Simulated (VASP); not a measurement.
Wanted: the native input for a VASP 6.6.1 run.

| Property | Result |
| --- | --- |
| Task | single point |
| Functional | PBE |
| Potentials or basis | VASP PAW PBE potentials, release 64 (Mg, O) |
| Cutoff | 520 eV |
| k mesh | 6 × 6 × 1 |
| Occupations | gaussian, width 0.1 eV |
| Spin | no spin polarisation |
| Dipole correction | yes |
| Further INCAR settings | LREAL = Auto; ALGO = Normal; EDIFF = 1e-07; NBANDS = 33 |

The structure of Mg16O lies in POSCAR:

```
Mg16O
1.0
    6.4201385705      0.0000000000      0.0000000000
   -3.2100692852      5.5600030979      0.0000000000
    0.0000000000      0.0000000000     24.7147783802
Mg O
16 1
Direct
    0.3333333333      0.1666666667      0.1618464847
    0.3333333333      0.6666666667      0.1618464847
    0.8333333333      0.1666666667      0.1618464847
    0.8333333333      0.6666666667      0.1618464847
    0.1666666667      0.3333333333      0.2657906286
    0.1666666667      0.8333333333      0.2657906286
    0.6666666667      0.3333333333      0.2657906286
    0.6666666667      0.8333333333      0.2657906286
    0.3333333333      0.1666666667      0.3682830748
    0.3333333333      0.6666666667      0.3682830748
    0.8333333333      0.1666666667      0.3682830748
    0.8333333333      0.6666666667      0.3682830748
    0.1666666667      0.3333333333      0.4739989249
    0.1666666667      0.8333333333      0.4739989249
    0.6666666667      0.3333333333      0.4739989249
    0.6666666667      0.8333333333      0.4739989249
    0.3333333333      0.1666666667      0.5290267296
```

These files were run (other wordings do the same):

INCAR

```
PREC = Accurate ; ENCUT = 520
EDIFF = 1E-7 ; ISMEAR = 0
SIGMA = 0.1 ; LREAL = Auto
LASPH = True ; NELM = 60
ALGO = Normal ; ISIF = 2
LWAVE = False ; LCHARG = False
LDIPOL = True ; IDIPOL = 3
DIPOL = 0.5 0.5 0.330 ; GGA = PE
NBANDS = 33
```

KPOINTS

```
Automatic mesh
0
Gamma
  6 6 1
```

Potentials or basis: VASP PAW PBE potentials, release 64 (Mg, O).

Launch:

```console
$ cat potpaw_PBE.64/Mg/POTCAR potpaw_PBE.64/O/POTCAR > POTCAR
$ mpirun -np 1 vasp_std > vasp.out
```

Results of the run:

| Quantity | Value |
| --- | --- |
| Largest force | 3.336 eV/Å |
| Band gap on the k mesh | zero (bands 19 and 20 overlap by 1.24 eV) |

Run time: 6.5 min on 1 thread of Intel(R) Xeon(R) 6975P-C (Granite Rapids) (shared host), peak memory 0.86 GiB.
